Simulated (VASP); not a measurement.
Here is a VASP 6.6.1 calculation.

File INCAR:

```
SYSTEM = Cu6H
ALGO = Normal
DIPOL = 0.5 0.5 0.291
EDIFF = 1E-6
ENCUT = 520
GGA = PE
IDIPOL = 3
ISIF = 2
ISMEAR = 0
LASPH = .True.
LCHARG = .True.
LDIPOL = .True.
LELF = .True.
LREAL = .False.
LVACPOTAV = .True.
LVHAR = .True.
LWAVE = .False.
NBANDS = 80
NELM = 80
PREC = Accurate
SIGMA = 0.1
```

KPOINTS

```
k-points
0
Gamma
  5 5 1
  0 0 0
```

POSCAR

```
Cu6H
1.0
    5.1332392722      0.0000000000      0.0000000000
    0.0000000000      5.1332392722      0.0000000000
    0.0000000000      0.0000000000     21.5289058579
Cu H
12 2
Direct
    0.2500000000      0.2500000000      0.1857967157
    0.2500000000      0.7500000000      0.1857967157
    0.7500000000      0.2500000000      0.1857967157
    0.7500000000      0.7500000000      0.1857967157
    0.0000000000      0.0000000000      0.2677566944
    0.0000000000      0.5000000000      0.2677566944
    0.5000000000      0.0000000000      0.2677566944
    0.5000000000      0.5000000000      0.2677566944
    0.2500000000      0.2500000000      0.3497114952
    0.2500000000      0.7500000000      0.3497114952
    0.7500000000      0.2500000000      0.3497114952
    0.7500000000      0.7500000000      0.3497114952
    0.1866871516      1.0000000000      0.4300685747
    0.3133128484      1.0000000000      0.4300685747
```

Potentials or basis: VASP PAW PBE potentials, release 64 (Cu, H).

Command:

```bash
$ cat potpaw_PBE.64/Cu/POTCAR potpaw_PBE.64/H/POTCAR > POTCAR
$ mpirun -np 1 vasp_std > vasp.out
```

Question: Estimate the band gap on the k mesh.

Answer: Zero (bands 67 and 68 overlap by 1.03 eV).

Question: What does it give for the largest force?

Answer: 5.697 eV/Å.

Forces on the atoms (eV/Å):
```
Cu   0.000 -0.018 -0.025
Cu   0.000  0.018 -0.025
Cu   0.000 -0.014  0.004
Cu   0.000  0.014  0.004
Cu  -0.013  0.000 -0.058
Cu   0.053  0.000  0.044
Cu   0.013  0.000 -0.058
Cu  -0.053  0.000  0.044
Cu   0.000  0.223 -0.131
Cu   0.000 -0.223 -0.131
Cu   0.000  0.087 -0.104
Cu   0.000 -0.087 -0.104
H   -5.691  0.000  0.270
H    5.691  0.000  0.270
```
